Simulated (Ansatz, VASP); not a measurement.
## Two plane-wave programs on RuPb2

INCAR

```
  ALGO = Normal
  EDIFF = 1E-7
  ENCUT = 520
  GGA = PE
  ISIF = 2
  ISMEAR = 0
  LASPH = True
  LCHARG = False
  LREAL = False
  LWAVE = False
  NBANDS = 28
  NELM = 80
  PREC = Accurate
  SIGMA = 0.1
```

The input KPOINTS:

```
k-points
0
Gamma
  6 6 6
```

The input POSCAR:

```
RuPb2
1.0
   -1.9433416041      1.9433416041      4.7672598725
    1.9433416041     -1.9433416041      4.7672598725
    1.9433416041      1.9433416041     -4.7672598725
Ru Pb
1 2
Direct
    0.0000000000      0.0000000000      0.0000000000
    0.6650000000      0.6650000000      0.0000000000
    0.3350000000      0.3350000000      0.0000000000
```

Input for Ansatz:

```yaml
crystal:
  lattice:
    - [-1.9433416041, 1.9433416041, 4.7672598725]
    - [1.9433416041, -1.9433416041, 4.7672598725]
    - [1.9433416041, 1.9433416041, -4.7672598725]
  atoms:
    - { symbol: Ru, position: [0.0, 0.0, 0.0] }
    - { symbol: Pb, position: [0.665, 0.665, 0.0] }
    - { symbol: Pb, position: [0.335, 0.335, 0.0] }
basis:
  ecutwfc: 420
kpoints:
  mp_grid: { grid: [6, 6, 6] }
hamiltonian:
  xc: pbe
scf:
  occupations: { method: gaussian, width: 0.1 }
  lower_state_search: "off"
output:
  forces: true
  stress: true
  eigenvalues: true
```

Alike in both runs: task single point; functional PBE; k mesh 6 × 6 × 6; occupations gaussian, width 0.1 eV; no spin polarisation.

|  | VASP | Ansatz |
| --- | --- | --- |
| version | VASP 6.6.1 | Ansatz 0.2.0 |
| potentials or method | VASP PAW PBE potentials, release 64 (Ru_pv, Pb_d), cutoff 520 eV | scalar-relativistic, plane waves, PAW |
| valence electrons in the cell | 42 | 44 |

|  | VASP | Ansatz | Ansatz less VASP |
| --- | --- | --- | --- |
| gap on the k mesh at the Fermi level (eV) | none | none | - |
| pressure (GPa) | -4.3 | -4.2 | +0.03 |
| traceless stress, the component that is largest in VASP (GPa) | 1.75 | 1.73 | -0.013 |
| rms of the force components (eV/Å) | 0.413 | 0.414 | +0.0010 |

Atom by atom the forces differ by 0.001 eV/Å (rms over components). A gap of «none» marks a metal or a gap that the smearing closes. VASP's potentials hold 42 valence electrons a cell and Ansatz's 44, so a difference there can come from the potentials and not from the codes.

The k mesh is coarse, so the values compare programs but aren't converged. Neither program's run includes spin-orbit coupling.
